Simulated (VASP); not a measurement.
Input of a VASP 6.6.1 run:

Contents of POSCAR:

```
Mg3ZnS4
1.0
   -2.7415601711      2.7415601711      5.4737520960
    2.7415601711     -2.7415601711      5.4737520960
    2.7415601711      2.7415601711     -5.4737520960
Mg S Zn
3 4 1
Direct
    0.7500000000      0.2500000000      0.5000000000
    0.5000000000      0.5000000000      0.0000000000
    0.2500000000      0.7500000000      0.5000000000
    0.1204653365      0.6357018830      0.0000000000
    0.8795346635      0.8795346635      0.5152365466
    0.6357018830      0.1204653365      0.0000000000
    0.3642981170      0.3642981170      0.4847634534
    0.0000000000      0.0000000000      0.0000000000
```

Contents of INCAR.step1:

```
SYSTEM = Mg3ZnS4
ALGO = Normal ; EDIFF = 1E-4
ENCUT = 520 ; GGA = PE
ISMEAR = 0 ; LASPH = .True.
LCHARG = .False. ; LREAL = .False.
LWAVE = .True. ; NBANDS = 31
NELM = 100 ; PREC = Accurate
SIGMA = 0.01
```

INCAR.step2

```
SYSTEM = Mg3ZnS4
ALGO = Normal ; EDIFF = 1E-6
ENCUT = 520 ; ISIF = 2
ISMEAR = 0 ; ISTART = 1
LASPH = .True. ; LCHARG = .False.
LMIXTAU = .True. ; LREAL = .False.
LWAVE = .False. ; METAGGA = R2SCAN
NBANDS = 31 ; NELM = 100
PREC = Accurate ; SIGMA = 0.01
```

KPOINTS

```
k-points
0
Gamma
  6 6 6
  0 0 0
```

Potentials or basis: VASP PAW PBE potentials, release 64 (Mg, S, Zn).

The run is started by

```console
$ cat potpaw_PBE.64/Mg/POTCAR potpaw_PBE.64/S/POTCAR potpaw_PBE.64/Zn/POTCAR > POTCAR
$ cp INCAR.step1 INCAR
$ mpirun -np 1 vasp_std > vasp.out
$ cp INCAR.step2 INCAR
$ mpirun -np 1 vasp_std > vasp.out
```

Task: Predict the band gap on the k mesh.

Result: 4.03 eV.

Task: Predict the pressure.

Result: 4.3 GPa.

Task: Estimate the largest force.

Result: 0.054 eV/Å.

Forces in eV/Å, atoms in the order of the input:
```
Mg   0.000  0.000  0.000
Mg   0.000  0.000  0.000
Mg   0.000  0.000  0.000
S   -0.033  0.033 -0.029
S   -0.033 -0.033  0.029
S    0.033 -0.033 -0.029
S    0.033  0.033  0.029
Zn   0.000  0.000  0.000
```

Caveat: the cell stands under pressure; the PAW data sets were made with another functional, which shifts forces and pressure a little. A k mesh can miss the band edges.
